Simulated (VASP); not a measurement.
# HgTe (Cmcm) in VASP: single point with LDA

Aim: the single point of HgTe with LDA.

All numbers are computed with VASP 6.6.1; they aren't measurements. Logs are shortened: lines on timing, memory, paths and dates and some standing lists are left out, and cuts for length are marked.

### Step 1. The cell of the first run

Symmetry: Cmcm, No. 63, orthorhombic system. The conventional cell has a = 5.985 Å, b = 6.934 Å, c = 5.798 Å, α = 90.00°, β = 90.00°, γ = 90.00°. Within 4.0 Å of Hg (site symmetry m2m) lie 6 Te at 3.02 to 3.87 Å and 2 Hg at 3.63 Å. Te (site symmetry m2m) has 6 Hg at 3.02 to 3.87 Å within 4.0 Å.

### Step 2. Single point, LDA

INCAR reads:

```
PREC = Accurate ; ENCUT = 500
EDIFF = 1E-6 ; ISMEAR = -1
SIGMA = 0.05 ; LREAL = F
LASPH = T ; NELM = 120
ALGO = Normal ; ISIF = 2
LWAVE = F ; LCHARG = F
NBANDS = 26 ; GGA_COMPAT = F
```

KPOINTS reads:

```
Automatic mesh
0
Gamma
  4 4 2
```

POSCAR reads:

```
HgTe
1.0
    2.9925200000     -3.4669300000      0.0000000000
    2.9925200000      3.4669300000      0.0000000000
    0.0000000000      0.0000000000      5.7981600000
Hg Te
2 2
Direct
    0.3430500000      0.6569500000      0.7500000000
    0.6569500000      0.3430500000      0.2500000000
    0.7848100000      0.2151900000      0.7500000000
    0.2151900000      0.7848100000      0.2500000000
```

Potentials or basis: VASP PAW LDA potentials, release 64 (Hg, Te).

Launch:

```bash
> cat potpaw_LDA.64/Hg/POTCAR potpaw_LDA.64/Te/POTCAR > POTCAR
> mpirun -np 1 vasp_std > vasp.out
```

OUTCAR:

```text
PREC = Accurate
   ENCUT = 500
   EDIFF = 1E-6
   ISMEAR = -1
   LREAL = F
   LASPH = T
   NELM = 120
   ISIF = 2

 ion  position               nearest neighbor table
   1  0.343  0.657  0.750-   3 3.02   3 3.02   4 3.03   4 3.03   3 3.06   2 3.63   2 3.63
   2  0.657  0.343  0.250-   4 3.02   4 3.02   3 3.03   3 3.03   4 3.06   1 3.63   1 3.63
   3  0.785  0.215  0.750-   1 3.02   1 3.02   2 3.03   2 3.03   1 3.06
   4  0.215  0.785  0.250-   2 3.02   2 3.02   1 3.03   1 3.03   2 3.06

  LATTYP: Found a base centered orthorhombic cell.
 ALAT       =     5.9850400000
 B/A-ratio  =     1.1585319396
 C/A-ratio  =     0.9687754802

  Lattice vectors:

 A1 = (   2.9925200000,  -3.4669300000,   0.0000000000)
 A2 = (   2.9925200000,   3.4669300000,   0.0000000000)
 A3 = (   0.0000000000,   0.0000000000,   5.7981600000)

Analysis of symmetry for initial positions (statically):
=====================================================================
 Subroutine PRICEL returns:
 Original cell was already a primitive cell.

 Routine SETGRP: Setting up the symmetry group for a
 base centered orthorhombic supercell.

 Subroutine GETGRP returns: Found  8 space group operations
 (whereof  4 operations were pure point group operations)
 out of a pool of  8 trial point group operations.

The static configuration has the point symmetry C_2h.
 The point group associated with its full space group is D_2h.

Analysis of symmetry for dynamics (positions and initial velocities):
=====================================================================
 Subroutine PRICEL returns:
 Original cell was already a primitive cell.

 Routine SETGRP: Setting up the symmetry group for a
 base centered orthorhombic supercell.

 Subroutine GETGRP returns: Found  8 space group operations
 (whereof  4 operations were pure point group operations)
 out of a pool of  8 trial point group operations.

The dynamic configuration has the point symmetry C_2h.
 The point group associated with its full space group is D_2h.

 Subroutine INISYM returns: Found  8 space group operations
 (whereof  4 operations are pure point group operations),
 and found     1 'primitive' translations

----------------------------------------------------------------------------------------

                                     Primitive cell

  volume of cell :     120.3102
[... 79 lines left out ...]
   LASPH  =      T    aspherical Exc in radial PAW
   ENCUT  =  500.0 eV  36.75 Ry    6.06 a.u.   8.35  8.35 10.57*2*pi/ulx,y,z
   NELM   =    120;   NELMIN=  2; NELMDL= -5     # of ELM steps
   EDIFF  = 0.1E-05   stopping-criterion for ELM
   LREAL  =      F    real-space projection
   EDIFFG = 0.1E-04   stopping-criterion for IOM
   NSW    =      0    number of steps for IOM
   IBRION =     -1    ionic relax: 0-MD 1-quasi-New 2-CG
   NFREE  =      0    steps in history (QN), initial steepest desc. (CG)
   ISIF   =      2    stress and relaxation
   ISYM   =      2    0-nonsym 1-usesym 2-fastsym
   POTIM  = 0.5000    time-step for ionic-motion
   TEBEG  =    0.0;   TEEND  =   0.0 temperature during run
   PSTRESS=    0.0 pullay stress
   NELECT =      36.0000    total number of electrons
   NUPDOWN=      -1.0000    fix difference up-down
   EMIN   =  10.00;   EMAX   =-10.00  energy-range for DOS
   EFERMI =   0.00;   METHOD = LEGACY
   ISMEAR =    -1;   SIGMA  =   0.05  broadening in eV -4-tet -1-fermi 0-gaus
   EFERMI_NEDOS =   21; number of points for ismear=-14 and -15
   IALGO  =     38    algorithm
   IMIX   =      4    mixing-type and parameters
     AMIX     =   0.40;   BMIX     =  1.00
     AMIX_MAG =   1.60;   BMIX_MAG =  1.00
  volume/ion in A,a.u.               =      30.08       202.97
  Fermi-wavevector in a.u.,A,eV,Ry     =   1.094985  2.069222 16.313283  1.198992
  Thomas-Fermi vector in A             =   2.231300
   LORBIT       =      0    0 simple, 1 ext, 2 COOP (PROOUT), +10 PAW based schemes
   GGA     = CA    functional components
   LHFCALC =     F    Hartree Fock is set to
   AEXX    =    0.0000 exact exchange contribution
   IVDW    =     0    specifies the selected vdW correction
   LEPSILON=     F    determine dielectric tensor
   LRPA    =     F    only Hartree local field effects (RPA)
 non-spin polarized calculation
  energy-cutoff  :      500.00
  volume of cell :      120.31
 maximum number of plane-waves:      3079
 NGX is ok and might be reduce to    36
   NGX = 17   NGY = 17   NGZ = 21

 number of electron      35.9999993 magnetization

 Free energy of the ion-electron system (eV)
  ---------------------------------------------------
  ext. energy  EPLUGINS =         0.00000000
  ---------------------------------------------------
  free energy    TOTEN  =        -9.77473711 eV

  energy without entropy =       -9.75875449  energy(sigma->0) =       -9.76674580

 E-fermi :   3.6757     XC(G=0):  -9.8605

 val. band max:        3.5643712475   @ k =   0.0000   0.0000   0.0000
 cond. band min:       3.7126654301   @ k =   0.5000   0.2500   0.0000
 fundamental gap:      0.1482941826
 Fermi energy:         3.6757406989

 k-point     1 :       0.0000    0.0000    0.0000
  band No.  band energies     occupation
      1      -8.2033      2.00000
      2      -7.1115      2.00000
      3      -3.1207      2.00000
      4      -3.0044      2.00000
      5      -2.9808      2.00000
      6      -2.9304      2.00000
[... 395 lines left out ...]
     25      10.8114      0.00000
     26      10.8114      0.00000

------------------------ aborting loop because EDIFF is reached ----------------------------------------

  FORCE on cell =-STRESS in cart. coord.  units (eV):
  Direction    XX          YY          ZZ          XY          YZ          ZX
  --------------------------------------------------------------------------------------
  -------------------------------------------------------------------------------------
  Total       -3.0930285     -2.3614023     -5.8395192      0.0000000      0.0000000      0.0000000
  in kB      -41.1900364    -31.4469287    -77.7652102      0.0000000      0.0000000      0.0000000
  external PRESSURE =     -50.1340584 kB  Pullay stress =       0.0000000 kB

 VOLUME and BASIS-vectors are now :
 -----------------------------------------------------------------------------
  energy-cutoff  :      500.00
  volume of cell :      120.31
      direct lattice vectors                 reciprocal lattice vectors
     2.992520000 -3.466930000  0.000000000     0.167083261 -0.144219814  0.000000000
     2.992520000  3.466930000  0.000000000     0.167083261  0.144219814  0.000000000
     0.000000000  0.000000000  5.798160000     0.000000000  0.000000000  0.172468507

 POSITION                                       TOTAL-FORCE (eV/Angst)
 -----------------------------------------------------------------------------------
      2.99252      1.08827      4.34862         0.000000      0.208757      0.000000
      2.99252     -1.08827      1.44954         0.000000     -0.208757      0.000000
      2.99252     -1.97483      4.34862         0.000000      0.328690     -0.000000
      2.99252      1.97483      1.44954         0.000000     -0.328690      0.000000
 -----------------------------------------------------------------------------------
    total drift:                                0.000000      0.000000     -0.000000

  FREE ENERGIE OF THE ION-ELECTRON SYSTEM (eV)
  ---------------------------------------------------
  free  energy   TOTEN  =        -9.7747371129 eV

  energy  without entropy=       -9.7587544854  energy(sigma->0) =       -9.76674580
```

OSZICAR:

```text
N       E                     dE             d eps       ncg     rms          rms(c)
DAV:   1     0.231360605507E+03    0.23136E+03   -0.15393E+04   728   0.118E+03
DAV:   2     0.202202191818E+01   -0.22934E+03   -0.22030E+03   782   0.282E+02
DAV:   3    -0.999870496007E+01   -0.12021E+02   -0.11897E+02   864   0.642E+01
DAV:   4    -0.101458798390E+02   -0.14717E+00   -0.14705E+00   872   0.637E+00
DAV:   5    -0.101483973981E+02   -0.25176E-02   -0.25175E-02   824   0.776E-01    0.954E+00
DAV:   6    -0.979293359318E+01    0.35546E+00   -0.87814E-01   798   0.931E+00    0.732E+00
DAV:   7    -0.977964773736E+01    0.13286E-01   -0.18293E-01   752   0.223E+00    0.250E+00
DAV:   8    -0.977516848791E+01    0.44792E-02   -0.21485E-02   750   0.137E+00    0.434E-01
DAV:   9    -0.977474914527E+01    0.41934E-03   -0.27081E-03   794   0.465E-01    0.711E-02
DAV:  10    -0.977473460394E+01    0.14541E-04   -0.17014E-04   764   0.129E-01    0.468E-02
DAV:  11    -0.977474349122E+01   -0.88873E-05   -0.69384E-05   764   0.665E-02    0.323E-02
DAV:  12    -0.977473685250E+01    0.66387E-05   -0.28679E-05   748   0.521E-02    0.157E-02
DAV:  13    -0.977473711286E+01   -0.26036E-06   -0.27067E-06   658   0.720E-03
   1 F= -.97747371E+01 E0= -.97667458E+01  d E =-.159826E-01
```

stdout:

```text
POSCAR found type information on POSCAR HgTe
 POSCAR found :  2 types and       4 ions
 scaLAPACK will be used
 LDA part: xc-table for (Slater(with rela. corr.)+CA(PZ))
 , standard interpolation
 POSCAR, INCAR and KPOINTS ok, starting setup
 FFT: planning ... GRIDC
 FFT: planning ... GRID_SOFT
 FFT: planning ... GRID
 WAVECAR not read
 entering main loop
```

It took 55 s on 1 thread of Intel Xeon 8259CL, shared host; peak memory 0.2 GiB.

Results:

- Free energy: -9.7747 eV
- Pressure: -5.0 GPa
- Largest force: 0.329 eV/Å
- Band gap on the k mesh: zero (band 18 reaches 4.00 eV, above the bottom of band 19 at 1.93 eV)

Forces in eV/Å, atoms in the order of the input:
```
Hg   0.000  0.209  0.000
Hg   0.000 -0.209  0.000
Te   0.000  0.329  0.000
Te   0.000 -0.329  0.000
```

Stress tensor (GPa, compression positive):
```
-4.12  0.00  0.00
 0.00 -3.14  0.00
 0.00  0.00 -7.78
```

Caveat: the k points lie up to 0.54 Å⁻¹ apart; spin-orbit coupling is left out, which moves the levels of the heavy elements.
